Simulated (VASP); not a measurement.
Runs of VASP 6.6.1 on Hf. The structure is that of space group P6_3/mmc (No. 194), or close to it. The cells are those of the table. 

| cell | k mesh | gap on the mesh (eV) | pressure (GPa) |
| --- | --- | --- | --- |
| a = 3.111, b = 3.111, c = 9.975 Å, angles 90.0, 90.0, 120.0°, 4 atoms | 15 × 15 × 5 | none | (b) |
| a = 3.152, b = 3.152, c = 10.107 Å, angles 90.0, 90.0, 120.0°, 4 atoms | 13 × 13 × 4 | none | -4.2 |
| a = 3.231, b = 3.231, c = 10.359 Å, angles 90.0, 90.0, 120.0°, 4 atoms | 13 × 13 × 4 | none | -10.9 |
| a = 3.192, b = 3.192, c = 10.235 Å, angles 90.0, 90.0, 120.0°, 4 atoms | 13 × 13 × 4 | none | (a) |
| a = 3.069, b = 3.069, c = 9.841 Å, angles 90.0, 90.0, 120.0°, 4 atoms | 13 × 13 × 4 | none | 5.3 |
| a = 3.111, b = 3.111, c = 9.975 Å, angles 90.0, 90.0, 120.0°, 4 atoms | 13 × 13 × 4 | none | 0.2 |

Alike in all rows: task single point; level LDA; potentials or basis VASP PAW LDA potentials, release 64 (Hf_pv); no spin polarisation; cutoff (eV) 520; smearing fermi-dirac 0.1 eV.

Problem. Estimate the missing entries.

Solution. (a) -7.8; (b) 0.1.

Caveats: spin-orbit coupling is left out, which moves the levels of the heavy elements; the cell stands under tension (at least some runs); the cell stands under pressure (at least some runs).

A k mesh can miss the band edges, and the runs leave out spin-orbit coupling on Hf.

A gap of «none» marks levels without a gap at the run's occupations.
